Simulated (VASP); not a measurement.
## Ti: single point with r2SCAN

Ti:

```
CELL_PARAMETERS angstrom
0.00000 2.03000 2.00970
2.03000 0.00000 2.00970
2.03000 2.03000 0.00000
ATOMIC_POSITIONS crystal
Ti 0.00000 0.00000 0.00000
```

This cell differs from its parent crystal: strain -0.0100 x Voigt [0, 0, 1, 0, 0, 0].

```yaml
Program: VASP 6.6.1
Task: single point
Functional: r2SCAN
Potentials_or_basis: VASP PAW PBE potentials, release 64 (Ti_sv)
Cutoff: 520 eV
k_mesh: 20 × 20 × 20
Occupations: gaussian, width 0.15 eV
Spin: no spin polarisation
```

The pressure is 6.1 GPa. The band gap on the k mesh is zero (bands 6 and 7 overlap by 1.47 eV).

Stress tensor (GPa, compression positive):
```
6.02 0.00 0.00
0.00 6.02 0.00
0.00 0.00 6.37
```

Levels at points of the mesh, in eV from the Fermi level:
```tsv
k point	band 3	band 4	band 5	band 6	band 7	band 8	band 9	band 10
(0.00, 0.00, 0.00)	-33.70	-33.70	-6.58	1.01	1.01	1.09	2.90	3.00
(0.50, 0.00, 0.00)	-33.81	-33.80	-2.82	0.58	0.90	0.99	4.03	4.07
(0.50, 0.50, 0.00)	-33.99	-33.99	-2.83	-1.94	3.18	4.11	4.31	4.31
(0.50, 0.00, 0.50)	-33.99	-33.97	-2.83	-1.90	2.97	4.11	4.28	4.34
```

It took 6.3 min on 1 thread of Intel(R) Xeon(R) Platinum 8488C (Sapphire Rapids), on a shared host, peak memory 0.24 GiB.

Caveat: the cell differs from its parent crystal (strain -0.0100 x Voigt [0, 0, 1, 0, 0, 0]); the cell stands under pressure; the PAW data sets were made with another functional, which shifts forces and pressure a little.
